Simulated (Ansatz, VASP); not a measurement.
**RuCl2 in VASP and in Ansatz**

Contents of INCAR:

```
SYSTEM = RuCl2
PREC = Accurate ; ENCUT = 520
EDIFF = 1E-6 ; ISMEAR = -1
SIGMA = 0.05 ; LREAL = .FALSE.
LASPH = .TRUE. ; NELM = 100
ALGO = Normal ; ISIF = 2
LWAVE = .FALSE. ; LCHARG = .TRUE.
GGA = PE ; LELF = .TRUE.
LVHAR = .TRUE. ; NBANDS = 21
```

KPOINTS

```
regular mesh
0
G
  9 9 5
  0 0 0
```

The input POSCAR:

```
RuCl2
1.0
    3.5496909800      0.0000000000      0.0000000000
   -1.7748454900      3.0741225600      0.0000000000
    0.0000000000      0.0000000000      5.7263882700
Ru Cl
1 2
Direct
    0.0000000000      0.0000000000      0.0000000000
    0.3333333333      0.6666666667      0.2520000000
    0.6666666667      0.3333333333      0.7480000000
```

input.yaml

```yaml
crystal:
  lattice:
    - [3.54969098, 0.0, 0.0]
    - [-1.77484549, 3.07412256, 0.0]
    - [0.0, 0.0, 5.72638827]
  atoms:
    - { symbol: Ru, position: [0.0, 0.0, 0.0] }
    - { symbol: Cl, position: [0.3333333333, 0.6666666667, 0.252] }
    - { symbol: Cl, position: [0.6666666667, 0.3333333333, 0.748] }
hamiltonian:
  xc: pbe
  pseudopotentials: { kind: paw }
kpoints:
  mp_grid: { grid: [9, 9, 5] }
scf:
  occupations: { method: fermi_dirac, width: 0.05 }
output:
  forces: true
  stress: true
  eigenvalues: true
```

Alike in both runs: task single point; functional PBE; k mesh 9 × 9 × 5; occupations fermi-dirac, width 0.05 eV; no spin polarisation.

```csv
,VASP,Ansatz
version,VASP 6.6.1,Ansatz 0.2.0
potentials or method,"VASP PAW PBE potentials, release 64 (Ru_pv, Cl)",Ansatz PAW
plane-wave cutoff (eV),520,420
valence electrons in the cell,28,30
```

|  | VASP | Ansatz | Ansatz less VASP |
| --- | --- | --- | --- |
| gap on the k mesh at the Fermi level (eV) | 0.60 | 0.60 | 0.000 |
| least direct gap on the mesh (eV) | 0.79 | 0.79 | +0.001 |
| pressure (GPa) | -6.0 | -5.9 | +0.08 |
| traceless stress, the component that is largest in VASP (GPa) | -3.32 | -3.36 | -0.032 |
| rms of the force components (eV/Å) | 0.762 | 0.763 | +0.0014 |

Atom by atom the forces differ by 0.001 eV/Å (rms over components). VASP's potentials hold 28 valence electrons a cell and Ansatz's 30, so a difference there can come from the potentials and not from the codes.

Noted on Ansatz's run: odd divisions of the mesh miss points on the zone boundary, where band edges often lie, so the gap on the mesh can be too wide.
